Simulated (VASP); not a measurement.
# Nb (Im-3m) in VASP: a series of runs, part 2 of 2

VASP 6.6.1.

## Step 4: Single point, PBEsol

Contents of INCAR:

```
SYSTEM = Nb
ALGO = Normal
EDIFF = 1E-7
ENCUT = 520
GGA = PS
ISIF = 2
ISMEAR = -1
LASPH = .TRUE.
LCHARG = .FALSE.
LREAL = .FALSE.
LWAVE = .FALSE.
NBANDS = 12
NELM = 80
PREC = Accurate
SIGMA = 0.03
```

Contents of KPOINTS:

```
k-points
0
G
  34 34 34
  0 0 0
```

Contents of POSCAR:

```
Nb
1.0
   -1.6353117940      1.6353117940      1.6353117940
    1.6353117940     -1.6353117940      1.6353117940
    1.6353117940      1.6353117940     -1.6353117940
Nb
1
Direct
    0.0000000000      0.0000000000      0.0000000000
```

Potentials or basis: VASP PAW PBE potentials, release 64 (Nb_sv).

Launch:

```bash
$ cat potpaw_PBE.64/Nb_sv/POTCAR > POTCAR
$ mpirun -np 1 vasp_std > vasp.out
```

OUTCAR:

```text
SYSTEM = Nb
   EDIFF = 1E-7
   ENCUT = 520
   GGA = PS
   ISIF = 2
   ISMEAR = -1
   LASPH = .TRUE.
   LREAL = .FALSE.
   NELM = 80
   PREC = Accurate

 ion  position               nearest neighbor table
   1  0.000  0.000  0.000-

  LATTYP: Found a body centered cubic cell.
 ALAT       =     3.2706235880

  Lattice vectors:

 A1 = (  -1.6353117940,   1.6353117940,   1.6353117940)
 A2 = (   1.6353117940,  -1.6353117940,   1.6353117940)
 A3 = (   1.6353117940,   1.6353117940,  -1.6353117940)

Analysis of symmetry for initial positions (statically):
=====================================================================
 Subroutine PRICEL returns:
 Original cell was already a primitive cell.

 Routine SETGRP: Setting up the symmetry group for a
 body centered cubic supercell.

 Subroutine GETGRP returns: Found 48 space group operations
 (whereof 48 operations were pure point group operations)
 out of a pool of 48 trial point group operations.

The static configuration has the point symmetry O_h .

Analysis of symmetry for dynamics (positions and initial velocities):
=====================================================================
 Subroutine PRICEL returns:
 Original cell was already a primitive cell.

 Routine SETGRP: Setting up the symmetry group for a
 body centered cubic supercell.

 Subroutine GETGRP returns: Found 48 space group operations
 (whereof 48 operations were pure point group operations)
 out of a pool of 48 trial point group operations.

The dynamic configuration has the point symmetry O_h .

 Subroutine INISYM returns: Found 48 space group operations
 (whereof 48 operations are pure point group operations),
 and found     1 'primitive' translations

----------------------------------------------------------------------------------------
[... 114 lines left out ...]
  Thomas-Fermi vector in A             =   2.596599
   LORBIT       =      0    0 simple, 1 ext, 2 COOP (PROOUT), +10 PAW based schemes
   GGA     = PS    functional components
   LHFCALC =     F    Hartree Fock is set to
   AEXX    =    0.0000 exact exchange contribution
   IVDW    =     0    specifies the selected vdW correction
   LEPSILON=     F    determine dielectric tensor
   LRPA    =     F    only Hartree local field effects (RPA)
 non-spin polarized calculation
  energy-cutoff  :      520.00
  volume of cell :       17.49
 maximum number of plane-waves:       481
 NGX is ok and might be reduce to    24
   NGX = 11   NGY = 11   NGZ = 11

 number of electron      13.0000001 magnetization

 Free energy of the ion-electron system (eV)
  ---------------------------------------------------
  ext. energy  EPLUGINS =         0.00000000
  ---------------------------------------------------
  free energy    TOTEN  =       -10.95525885 eV

  energy without entropy =      -10.95115208  energy(sigma->0) =      -10.95320547

 E-fermi :  11.4488     XC(G=0): -12.7817

 val. band max:       11.4459472502   @ k =  -0.2647   0.3824   0.1176
 cond. band min:      11.4493244645   @ k =  -0.4118  -0.4412   0.2059
 fundamental gap:      0.0033772144
 Fermi energy:        11.4487567965

 k-point     1 :       0.0000    0.0000    0.0000
  band No.  band energies     occupation
      1     -42.7776      2.00000
      2     -18.0267      2.00000
      3     -18.0267      2.00000
      4     -18.0267      2.00000
      5       5.4313      2.00000
      6      11.8128      0.00001
      7      11.8128      0.00001
      8      11.8128      0.00001
      9      14.8216      0.00000
     10      14.8216      0.00000
     11      25.7478      0.00000
     12      25.7478      0.00000
[... 331 lines left out ...]
 k-point    24 :       0.1765    0.0294    0.0000
  band No.  band energies     occupation
      1     -42.6888      2.00000
      2     -18.5394      2.00000
      3     -18.1800      2.00000
      4     -18.0366      2.00000
      5       6.8147      2.00000
      6      11.0131      2.00000
      7      11.4160      1.49745
      8      13.3112      0.00000
      9      14.1496      0.00000
     10      14.9132      0.00000
     11      26.4382      0.00000
     12      27.9566      0.00000

 [... further k-points ...]

------------------------ aborting loop because EDIFF is reached ----------------------------------------

  FORCE on cell =-STRESS in cart. coord.  units (eV):
  Direction    XX          YY          ZZ          XY          YZ          ZX
  --------------------------------------------------------------------------------------
  -------------------------------------------------------------------------------------
  Total       -0.0149760     -0.0149760     -0.0149760      0.0000000      0.0000000      0.0000000
  in kB       -1.3716550     -1.3716550     -1.3716550      0.0000000      0.0000000      0.0000000
  external PRESSURE =      -1.3716550 kB  Pullay stress =       0.0000000 kB

 VOLUME and BASIS-vectors are now :
 -----------------------------------------------------------------------------
  energy-cutoff  :      520.00
  volume of cell :       17.49
      direct lattice vectors                 reciprocal lattice vectors
    -1.635311794  1.635311794  1.635311794     0.000000000  0.305752091  0.305752091
     1.635311794 -1.635311794  1.635311794     0.305752091  0.000000000  0.305752091
     1.635311794  1.635311794 -1.635311794     0.305752091  0.305752091  0.000000000

 POSITION                                       TOTAL-FORCE (eV/Angst)
 -----------------------------------------------------------------------------------
      0.00000      0.00000      0.00000         0.000000      0.000000     -0.000000
 -----------------------------------------------------------------------------------
    total drift:                               -0.000000      0.000000      0.000000

  FREE ENERGIE OF THE ION-ELECTRON SYSTEM (eV)
  ---------------------------------------------------
  free  energy   TOTEN  =       -10.9552588520 eV

  energy  without entropy=      -10.9511520795  energy(sigma->0) =      -10.95320547
```

It took 2.1 min on 1 thread of AMD EPYC 9R45 (Zen 5), shared host; peak memory 0.29 GiB.

What came out:

* Free energy: -10.9553 eV
* Pressure: -0.1 GPa
* Band gap on the k mesh: zero (an odd number of electrons rules out a gap without spin polarisation)

Levels at points of the mesh, in eV from the Fermi level:
```tsv
k point	band 5	band 6	band 7	band 8	band 9	band 10
(0.00, 0.00, 0.00)	-6.02	0.36	0.36	0.36	3.37	3.37
(0.50, 0.00, 0.00)	-3.86	-1.75	2.44	3.42	4.13	6.67
(0.50, 0.50, 0.50)	-3.90	-3.90	5.85	5.85	5.85	9.31
```

Caveat: the PAW data sets were made with another functional, which shifts forces and pressure a little.
